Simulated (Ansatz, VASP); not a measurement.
CoW: VASP beside Ansatz

```xyz
2
Lattice="0.0000 2.4178 2.4178 2.4178 0.0000 2.4178 2.4178 2.4178 0.0000" Properties=species:S:1:pos:R:3 pbc="T T T"
Co    0.0000    0.0000    0.0000
W     2.4178    2.4178    2.4178
```

Alike in both runs: functional r2SCAN; k mesh 20 × 20 × 20; occupations gaussian, width 0.1 eV; collinear spin.

Ansatz relaxed the structure, and its values are those at the end. VASP's run is a single point on that final structure, the one shown.

|  | VASP | Ansatz |
| --- | --- | --- |
| version | VASP 6.6.1 | Ansatz 0.2.0 |
| potentials or method | VASP PAW PBE potentials, release 64 (Co, W_sv), cutoff 520 eV | scalar-relativistic, plane waves, PAW |
| valence electrons in the cell | 23 | 31 |

Ansatz gave:

* gap on the k mesh at the Fermi level (eV): none
* pressure (GPa): 0.0
* net moment per atom (μB): 0.02

Q: Estimate VASP's values.

A: gap on the k mesh at the Fermi level (eV): none; pressure (GPa): 0.8; net moment per atom (μB): 0.00.

VASP's potentials were made for PBE, not for r2SCAN. A gap of «none» marks a metal or a gap that the smearing closes. VASP's potentials hold 23 valence electrons a cell and Ansatz's 31, so a difference there can come from the potentials and not from the codes. Ansatz's warnings: seeded moment not kept.

Neither program's run includes spin-orbit coupling.
